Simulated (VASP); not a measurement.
Crystal: ZnS.

```
Zn S
1.0
     0.00000    2.69368    2.69368
     2.69368    0.00000    2.69368
     2.69368    2.69368    0.00000
Zn S
1 1
Cartesian
  0.0000 0.0000 0.0000
  1.3468 1.3468 1.3468
```

```yaml
Program: VASP 6.6.1
Task: relaxation of cell and atoms
Functional: PBE
Potentials_or_basis: VASP PAW PBE potentials, release 64 (Zn, S)
Cutoff: 600 eV
k_mesh: 8 × 8 × 8
Occupations: gaussian, width 0.02 eV
Spin: no spin polarisation
```

At the start: pressure 2.5 GPa; volume 19.55 Å³/atom.

Problem. How do energy, volume and symmetry change on relaxing?

Solution. Over 4 steps the energy falls by 4.9 meV/atom and the volume is 20.22 Å³/atom (+3.4 %); space group F-43m (No. 216, to 0.05 Å).

Step by step:
```tsv
step	energy change (eV)	largest force (eV/Å)	pressure (GPa)	volume (Å³)
1	0.0000	0.0000	2.50	39.09
2	-0.0089	0.0000	-0.72	40.84
3	-0.0099	0.0000	0.07	40.40
4	-0.0099	0.0000	-0.03	40.44
```

Final structure:
```
Zn S
1.0
     0.00000    2.72430    2.72430
     2.72430    0.00000    2.72430
     2.72430    2.72430    0.00000
Zn S
1 1
Direct
  0.00000 0.00000 0.00000
  0.25000 0.25000 0.25000
```
